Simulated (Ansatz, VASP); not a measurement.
TaSi2 in VASP and in Ansatz

INCAR

```
SYSTEM = TaSi2
  PREC = Accurate
  ENCUT = 520
  EDIFF = 1E-7
  ISMEAR = 0
  SIGMA = 0.15
  LREAL = .FALSE.
  LASPH = .TRUE.
  NELM = 80
  ALGO = Normal
  ISIF = 2
  LWAVE = .FALSE.
  LCHARG = .FALSE.
  GGA = PS
  NBANDS = 38
```

The input KPOINTS:

```
Automatic mesh
0
G
  12 12 6
  0 0 0
```

File POSCAR:

```
TaSi2
1.0
    4.5228165553      0.0000000000      0.0000000000
   -2.2614082776      3.9168740336      0.0000000000
    0.0000000000      0.0000000000      6.7196787534
Ta Si
3 6
Direct
    0.5000000000      0.0000000000      0.5000000000
    0.5000000000      0.5000000000      0.8333333333
    0.0000000000      0.5000000000      0.1666666667
    0.1592675430      0.3185350860      0.5000000000
    0.8407324570      0.1592675430      0.8333333333
    0.6814649140      0.8407324570      0.1666666667
    0.8407324570      0.6814649140      0.5000000000
    0.1592675430      0.8407324570      0.8333333333
    0.3185350860      0.1592675430      0.1666666667
```

Input for Ansatz:

```yaml
crystal:
  lattice:
    - [4.5228165553, 0.0, 0.0]
    - [-2.2614082776, 3.9168740336, 0.0]
    - [0.0, 0.0, 6.7196787534]
  atoms:
    - { symbol: Ta, position: [0.5, 0.0, 0.5] }
    - { symbol: Ta, position: [0.5, 0.5, 0.8333333333] }
    - { symbol: Ta, position: [0.0, 0.5, 0.1666666667] }
    - { symbol: Si, position: [0.159267543, 0.318535086, 0.5] }
    - { symbol: Si, position: [0.840732457, 0.159267543, 0.8333333333] }
    - { symbol: Si, position: [0.681464914, 0.840732457, 0.1666666667] }
    - { symbol: Si, position: [0.840732457, 0.681464914, 0.5] }
    - { symbol: Si, position: [0.159267543, 0.840732457, 0.8333333333] }
    - { symbol: Si, position: [0.318535086, 0.159267543, 0.1666666667] }
basis:
  ecutwfc: 420
kpoints:
  mp_grid: { grid: [12, 12, 6] }
hamiltonian:
  xc: pbesol
scf:
  occupations: { method: gaussian, width: 0.15 }
output:
  forces: true
  stress: true
  eigenvalues: true
```

Change from the starting cell: strain -0.050 along x and y, +0.025 along z, atoms carried along.

Alike in both runs: task single point; functional PBEsol; k mesh 12 × 12 × 6; occupations gaussian, width 0.15 eV; no spin polarisation.

|  | VASP | Ansatz |
| --- | --- | --- |
| version | VASP 6.6.1 | Ansatz 0.2.0 |
| potentials or method | VASP PAW PBE potentials, release 64 (Ta_pv, Si), cutoff 520 eV | scalar-relativistic, plane waves, PAW |
| valence electrons in the cell | 57 | 63 |

|  | VASP | Ansatz | Ansatz less VASP |
| --- | --- | --- | --- |
| gap on the k mesh at the Fermi level (eV) | none | none | - |
| pressure (GPa) | 18.4 | 17.9 | -0.49 |
| traceless stress, the component that is largest in VASP (GPa) | -18.39 | -18.39 | +0.004 |
| rms of the force components (eV/Å) | 0.159 | 0.159 | -0.0003 |

VASP's potentials were made for PBE, not for PBEsol. Atom by atom the forces differ by 0.000 eV/Å (rms over components). A gap of «none» marks a metal or a gap that the smearing closes. The functional is the same, so the differences come from potentials, cutoffs and numerics. VASP's potentials hold 57 valence electrons a cell and Ansatz's 63, so a difference there can come from the potentials and not from the codes.

Spin-orbit coupling is off throughout.
